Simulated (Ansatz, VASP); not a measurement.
**Cd3F in VASP and in Ansatz**

```
Cd F
1.0
     3.18423    0.00000    0.00000
     0.00000    3.18423    0.00000
     0.00000    0.00000    7.69921
Cd F
3 1
Cartesian
  1.5921 1.5921 6.0383
  0.0000 0.0000 3.8496
  1.5921 1.5921 1.6609
  0.0000 0.0000 0.0000
```

Change from the starting cell: species swapped into the Er3Mg type (P4/mmm, No. 123).

Alike in both runs: functional PBE; k mesh 14 × 14 × 6; occupations gaussian, width 0.1 eV; no spin polarisation.

Ansatz relaxed the structure, and its values are those at the end. VASP's run is a single point on that final structure, the one shown.

|  | VASP | Ansatz |
| --- | --- | --- |
| version | VASP 6.6.1 | Ansatz 0.2.0 |
| potentials or method | VASP PAW PBE potentials, release 64 (Cd, F), cutoff 520 eV | scalar-relativistic, plane waves, PAW |
| valence electrons in the cell | 43 | 67 |

|  | VASP | Ansatz | Ansatz less VASP |
| --- | --- | --- | --- |
| gap on the k mesh at the Fermi level (eV) | none | none | - |
| pressure (GPa) | 0.2 | 0.0 | -0.18 |

A gap of «none» marks a metal or a gap that the smearing closes. With one functional, cell and mesh, what is left measures potentials, basis and numerics. VASP's potentials hold 43 valence electrons a cell and Ansatz's 67, so a difference there can come from the potentials and not from the codes.
